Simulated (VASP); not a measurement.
**BiB: single point with PBEsol**

Crystal: BiB.

```
B Bi
1.0
     0.00000    5.25367    5.25367
     5.25367    0.00000    5.25367
     5.25367    5.25367    0.00000
B Bi
8 8
Direct
  0.98897 0.99833 0.01685
  0.99446 0.97497 0.51446
  0.97934 0.50330 0.02940
  0.98562 0.50994 0.50022
  0.51421 0.99876 0.99522
  0.49393 0.00403 0.50311
  0.48719 0.52997 0.00594
  0.51346 0.50726 0.49816
  0.25208 0.25168 0.24459
  0.25542 0.24421 0.75291
  0.26017 0.74961 0.24611
  0.24703 0.75087 0.75137
  0.74531 0.24923 0.25130
  0.74082 0.25365 0.74991
  0.75073 0.74460 0.25435
  0.74957 0.74841 0.74932
```

* Program: VASP 6.6.1
* Task: single point
* Functional: PBEsol
* Potentials or basis: VASP PAW PBE potentials, release 64 (B, Bi_d)
* Cutoff: 520 eV
* k mesh: 2 × 2 × 2
* Occupations: fermi-dirac, width 0.112 eV
* Spin: no spin polarisation

| Property | Result |
| --- | --- |
| Pressure | 0.3 GPa |
| Largest force | 0.749 eV/Å |
| Band gap on the k mesh | zero (bands 72 and 73 overlap by 1.47 eV) |

Forces in eV/Å, atoms in the order of the input:
```
B   -0.344 -0.091  0.219
B   -0.064 -0.173  0.456
B   -0.733  0.025  0.155
B   -0.372  0.346 -0.015
B   -0.038 -0.209 -0.077
B   -0.102 -0.094  0.027
B   -0.662 -0.073 -0.189
B   -0.176 -0.153 -0.426
Bi   0.418  0.051 -0.135
Bi   0.217 -0.145 -0.101
Bi   0.564  0.010 -0.128
Bi   0.396  0.081 -0.058
Bi   0.226  0.185 -0.032
Bi   0.018  0.279  0.168
Bi   0.491 -0.128  0.311
Bi   0.160  0.088 -0.174
```

Stress tensor (GPa, compression positive):
```
 0.60 -0.12  0.01
-0.12  0.04 -0.20
 0.01 -0.20  0.25
```

Levels at points of the mesh, in eV from the Fermi level:
```csv
k point,band 68,band 69,band 70,band 71,band 72,band 73,band 74,band 75,band 76,band 77
"(0.00, 0.00, 0.00)",0.21,0.86,0.94,0.98,1.00,1.05,1.06,1.09,1.12,1.84
"(0.50, 0.00, 0.00)",-1.55,-0.70,-0.64,-0.55,-0.54,-0.46,-0.37,0.02,0.14,0.35
"(0.00, 0.50, 0.00)",-1.51,-0.69,-0.62,-0.59,-0.54,-0.48,-0.43,0.10,0.25,0.26
"(0.00, 0.00, 0.50)",-1.64,-0.72,-0.63,-0.60,-0.56,-0.42,-0.39,0.15,0.18,0.34
"(0.50, 0.50, 0.50)",-1.65,-0.74,-0.66,-0.62,-0.52,-0.40,-0.34,0.09,0.16,0.38
"(0.50, 0.50, 0.00)",-1.64,-0.47,-0.45,0.05,0.19,0.22,0.41,0.97,1.18,1.18
"(0.00, 0.50, 0.50)",-1.61,-0.55,-0.39,0.07,0.15,0.31,0.36,1.05,1.15,1.24
"(0.50, 0.00, 0.50)",-1.63,-0.55,-0.39,0.09,0.20,0.27,0.35,1.02,1.14,1.20
```

Wall time 13 min on 1 thread of Oxide Virtual Turin-like Processor, on a shared host, peak memory 0.43 GiB.

Caveat: the k points lie up to 0.52 Å⁻¹ apart, too coarse for converged energies and pressures of a metal; the atoms stand as in a frame of molecular dynamics; the structure was generated, so it needn't be the stable form of BiB; the PAW data sets were made with another functional, which shifts forces and pressure a little; spin-orbit coupling is left out, which moves the levels of the heavy elements.
